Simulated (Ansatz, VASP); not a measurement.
Two plane-wave programs on CuB2

```
Cu B
1.0
     2.97635    0.00000    0.00000
    -1.48818    2.57760    0.00000
     0.00000    0.00000    3.28843
Cu B
1 2
Direct
  0.00000 0.00000 0.00000
  0.34885 0.69770 0.50000
  0.66667 0.33333 0.50000
```

Alike in both runs: task single point; functional PBEsol; k mesh 12 × 12 × 10; occupations gaussian, width 0.05 eV; no spin polarisation.

```csv
,VASP,Ansatz
version,VASP 6.6.1,Ansatz 0.2.0
potentials or method,"VASP PAW PBE potentials, release 64 (Cu, B), cutoff 520 eV","scalar-relativistic, plane waves, PAW"
valence electrons in the cell,17,25
```

```csv
,VASP,Ansatz,Ansatz less VASP
gap on the k mesh at the Fermi level (eV),none,none,-
pressure (GPa),1.2,0.7,-0.53
"traceless stress, the component that is largest in VASP (GPa)",7.30,7.28,-0.013
rms of the force components (eV/Å),0.352,0.342,-0.0107
```

VASP's potentials were made for PBE, not for PBEsol. Atom by atom the forces differ by 0.011 eV/Å (rms over components). A gap of «none» marks a metal or a gap that the smearing closes. VASP's potentials hold 17 valence electrons a cell and Ansatz's 25, so a difference there can come from the potentials and not from the codes.
